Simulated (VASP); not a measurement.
# FeO (P-6m2) in VASP: a series of runs, part 2 of 3

VASP 6.6.1.

### 3 Single point, PBE, collinear spin, ferromagnetic start

This run uses another cell than the first one, of 10.34 Å³/atom, 1.020 times its volume.

Input file INCAR:

```
SYSTEM = FeO
PREC = Accurate ; ENCUT = 520
EDIFF = 1E-6 ; ISMEAR = -1
SIGMA = 0.05 ; LREAL = .FALSE.
LASPH = .TRUE. ; NELM = 150
ALGO = Normal ; ISIF = 2
LWAVE = .FALSE. ; LCHARG = .FALSE.
ISPIN = 2 ; MAGMOM = 3 0
LORBIT = 11 ; LMAXMIX = 4
GGA = PE ; NBANDS = 18
```

Input file KPOINTS:

```
Automatic mesh
0
G
  10 10 9
  0 0 0
```

Input file POSCAR:

```
FeO
1.0
    2.9029055100      0.0000000000      0.0000000000
   -1.4514527500      2.5139899200      0.0000000000
    0.0000000000      0.0000000000      2.8330919500
Fe O
1 1
Direct
    0.0000000000      0.0000000000      0.0000000000
    0.6666666667      0.3333333333      0.5000000000
```

Potentials or basis: VASP PAW PBE potentials, release 64 (Fe, O).

Run with:

```sh
$ cat potpaw_PBE.64/Fe/POTCAR potpaw_PBE.64/O/POTCAR > POTCAR
$ mpirun -np 1 vasp_std > vasp.out
```

OUTCAR:

```text
SYSTEM = FeO
   PREC = Accurate
   ENCUT = 520
   EDIFF = 1E-6
   ISMEAR = -1
   LREAL = .FALSE.
   LASPH = .TRUE.
   NELM = 150
   ISIF = 2
   ISPIN = 2
   LORBIT = 11
   GGA = PE

 ion  position               nearest neighbor table
   1  0.000  0.000  0.000-   2 2.19   2 2.19   2 2.19   2 2.19   2 2.19   2 2.19
   2  0.667  0.333  0.500-   1 2.19   1 2.19   1 2.19   1 2.19   1 2.19   1 2.19

  LATTYP: Found a hexagonal cell.
 ALAT       =     2.9029055100
 C/A-ratio  =     0.9759504539

  Lattice vectors:

 A1 = (   2.9029055100,   0.0000000000,   0.0000000000)
 A2 = (  -1.4514527500,   2.5139899200,   0.0000000000)
[... 1222 lines left out ...]

 VOLUME and BASIS-vectors are now :
 -----------------------------------------------------------------------------
  energy-cutoff  :      520.00
  volume of cell :       20.68
      direct lattice vectors                 reciprocal lattice vectors
     2.902905510  0.000000000  0.000000000     0.344482449  0.198887034  0.000000000
    -1.451452750  2.513989920  0.000000000     0.000000000  0.397774069  0.000000000
     0.000000000  0.000000000  2.833091950     0.000000000  0.000000000  0.352971248

 POSITION                                       TOTAL-FORCE (eV/Angst)
 -----------------------------------------------------------------------------------
      0.00000      0.00000      0.00000         0.000000      0.000000      0.000000
      1.45145      0.83800      1.41655        -0.000000      0.000000      0.000000
 -----------------------------------------------------------------------------------
    total drift:                               -0.000000      0.000000      0.000000

  FREE ENERGIE OF THE ION-ELECTRON SYSTEM (eV)
  ---------------------------------------------------
  free  energy   TOTEN  =       -14.9593228352 eV

  energy  without entropy=      -14.9582564703  energy(sigma->0) =      -14.95878965

 total charge

# of ion       s       p       d       tot
------------------------------------------
    1        0.289   0.360   6.037   6.686
    2        1.560   3.395   0.000   4.955
--------------------------------------------------
tot          1.848   3.755   6.037  11.641

 magnetization (x)

# of ion       s       p       d       tot
------------------------------------------
    1        0.012   0.007   3.561   3.580
    2        0.028   0.323   0.000   0.351
--------------------------------------------------
tot          0.039   0.330   3.561   3.931
```

OSZICAR:

```text
N       E                     dE             d eps       ncg     rms          rms(c)
DAV:   1     0.688636825088E+02    0.68864E+02   -0.66794E+03  5418   0.888E+02
DAV:   2    -0.129652614278E+02   -0.81829E+02   -0.69531E+02  5118   0.204E+02
DAV:   3    -0.176031481654E+02   -0.46379E+01   -0.45182E+01  5748   0.528E+01
DAV:   4    -0.176371577409E+02   -0.34010E-01   -0.33994E-01  5904   0.432E+00
DAV:   5    -0.176373959394E+02   -0.23820E-03   -0.23819E-03  5866   0.377E-01    0.172E+01
DAV:   6    -0.160121497289E+02    0.16252E+01   -0.18419E+01  6844   0.602E+01    0.220E+01
DAV:   7    -0.150501700166E+02    0.96198E+00   -0.52455E+00  6340   0.423E+01    0.898E+00
DAV:   8    -0.149922940895E+02    0.57876E-01   -0.31478E-01  7170   0.701E+00    0.499E+00
DAV:   9    -0.149828255498E+02    0.94685E-02   -0.26800E-01  7584   0.869E+00    0.198E+00
DAV:  10    -0.149591584953E+02    0.23667E-01   -0.81796E-02  7300   0.571E+00    0.292E-01
DAV:  11    -0.149592869239E+02   -0.12843E-03   -0.84917E-03  6182   0.810E-01    0.864E-02
DAV:  12    -0.149593181383E+02   -0.31214E-04   -0.12133E-04  6046   0.991E-02    0.430E-02
DAV:  13    -0.149593189329E+02   -0.79468E-06   -0.35551E-05  6390   0.519E-02    0.213E-02
DAV:  14    -0.149593224226E+02   -0.34897E-05   -0.56121E-06  5714   0.187E-02    0.963E-03
DAV:  15    -0.149593228352E+02   -0.41251E-06   -0.19181E-06  4424   0.167E-02
   1 F= -.14959323E+02 E0= -.14958790E+02  d E =-.106636E-02  mag=     3.9997
```

stdout:

```text
POSCAR found type information on POSCAR FeO
 POSCAR found :  2 types and       2 ions
 scaLAPACK will be used
 LDA part: xc-table for (Slater+PW92), standard interpolation
 POSCAR, INCAR and KPOINTS ok, starting setup
 FFT: planning ... GRIDC
 FFT: planning ... GRID_SOFT
 FFT: planning ... GRID
 WAVECAR not read
 entering main loop
```

It took 18 s on 1 thread of Intel Xeon 6975P-C (Granite Rapids), shared host; peak memory 0.17 GiB.

Results:

```
Free energy                                           : -14.9593 eV
Pressure                                              : -10.4 GPa
Band gap on the k mesh                                : zero (filled and empty bands overlap)
Net moment                                            : 4.00 μB per cell
Site moments                                          : Fe +3.58; O +0.35 μB
Valence electrons inside the program's atomic spheres : Fe 6.69; O 4.96
```

Stress tensor (GPa, compression positive):
```
 -8.63   0.00   0.00
  0.00  -8.63   0.00
  0.00   0.00 -14.03
```

Levels at points of the mesh, in eV from the Fermi level:
Spin up:
```tsv
k point	band 7	band 8	band 9	band 10	band 11	band 12
(0.00, 0.00, 0.00)	-2.80	-1.04	-1.04	0.29	13.96	15.66
(0.50, 0.00, 0.00)	-2.13	-2.11	-0.59	5.08	8.12	14.17
```
Spin down:
```
           k point  band 1  band 2  band 3  band 4  band 5  band 6  band 7  band 8  band 9  band 10
(0.00, 0.00, 0.00)  -19.23   -3.13   -3.13   -2.87   -1.78    1.19    1.26    1.26    1.41     1.41
(0.50, 0.00, 0.00)  -18.15   -6.79   -3.49   -2.96   -1.35    1.06    1.11    1.35    2.31     5.70
```

Caveat: a cell with one magnetic atom can't hold antiferromagnetic order, which such compounds often take; semilocal functionals often make such compounds metallic where correlation or magnetic order opens a gap, which also shifts bond lengths. With open d or f shells a metallic result of PBE can be an artefact of self-interaction; +U or a hybrid may open a gap.

### 4 Single point, PBE, collinear spin, ferromagnetic start

This run uses another cell than the first one, of 10.34 Å³/atom, 1.020 times its volume.

Input file INCAR:

```
ALGO = Normal ; EDIFF = 1E-6
ENCUT = 520 ; GGA = PE
ISIF = 2 ; ISMEAR = -1
ISPIN = 2 ; LASPH = T
LCHARG = T ; LELF = T
LMAXMIX = 4 ; LORBIT = 11
LREAL = F ; LVHAR = T
LWAVE = F ; MAGMOM = 3 0
NBANDS = 18 ; NELM = 150
PREC = Accurate ; SIGMA = 0.05
```

Input file KPOINTS:

```
k-points
0
Gamma
  10 10 9
```

POSCAR is that of step 3.

Potentials or basis: VASP PAW PBE potentials, release 64 (Fe, O).

Run with:

```sh
$ cat potpaw_PBE.64/Fe/POTCAR potpaw_PBE.64/O/POTCAR > POTCAR
$ mpirun -np 1 vasp_std > vasp.out
```

OUTCAR:

```text
EDIFF = 1E-6
   ENCUT = 520
   GGA = PE
   ISIF = 2
   ISMEAR = -1
   ISPIN = 2
   LASPH = T
   LORBIT = 11
   LREAL = F
   NELM = 150
   PREC = Accurate

 ion  position               nearest neighbor table
   1  0.000  0.000  0.000-   2 2.19   2 2.19   2 2.19   2 2.19   2 2.19   2 2.19
   2  0.667  0.333  0.500-   1 2.19   1 2.19   1 2.19   1 2.19   1 2.19   1 2.19

  LATTYP: Found a hexagonal cell.
 ALAT       =     2.9029055100
 C/A-ratio  =     0.9759504539

  Lattice vectors:

 A1 = (   2.9029055100,   0.0000000000,   0.0000000000)
 A2 = (  -1.4514527500,   2.5139899200,   0.0000000000)
[... 1222 lines left out ...]

 VOLUME and BASIS-vectors are now :
 -----------------------------------------------------------------------------
  energy-cutoff  :      520.00
  volume of cell :       20.68
      direct lattice vectors                 reciprocal lattice vectors
     2.902905510  0.000000000  0.000000000     0.344482449  0.198887034  0.000000000
    -1.451452750  2.513989920  0.000000000     0.000000000  0.397774069  0.000000000
     0.000000000  0.000000000  2.833091950     0.000000000  0.000000000  0.352971248

 POSITION                                       TOTAL-FORCE (eV/Angst)
 -----------------------------------------------------------------------------------
      0.00000      0.00000      0.00000         0.000000      0.000000      0.000000
      1.45145      0.83800      1.41655        -0.000000      0.000000      0.000000
 -----------------------------------------------------------------------------------
    total drift:                               -0.000000      0.000000      0.000000

  FREE ENERGIE OF THE ION-ELECTRON SYSTEM (eV)
  ---------------------------------------------------
  free  energy   TOTEN  =       -14.9593228352 eV

  energy  without entropy=      -14.9582564703  energy(sigma->0) =      -14.95878965

 total charge

# of ion       s       p       d       tot
------------------------------------------
    1        0.289   0.360   6.037   6.686
    2        1.560   3.395   0.000   4.955
--------------------------------------------------
tot          1.848   3.755   6.037  11.641

 magnetization (x)

# of ion       s       p       d       tot
------------------------------------------
    1        0.012   0.007   3.561   3.580
    2        0.028   0.323   0.000   0.351
--------------------------------------------------
tot          0.039   0.330   3.561   3.931
```

Wall time 18 s (1 thread of Intel Xeon 6975P-C (Granite Rapids), shared host); peak memory 0.17 GiB.

Results:

```yaml
Free_energy: -14.9593 eV
Pressure: -10.4 GPa
Band_gap_on_the_k_mesh: zero (filled and empty bands overlap)
Net_moment: 4.00 μB per cell
Site_moments: Fe +3.58; O +0.35 μB
Valence_electrons_inside_the_program's_atomic_spheres: Fe 6.69; O 4.96
```

Caveat: a cell with one magnetic atom can't hold antiferromagnetic order, which such compounds often take; semilocal functionals often make such compounds metallic where correlation or magnetic order opens a gap, which also shifts bond lengths. With open d or f shells a metallic result of PBE can be an artefact of self-interaction; +U or a hybrid may open a gap.

(Part 2 of 3 ends here.)
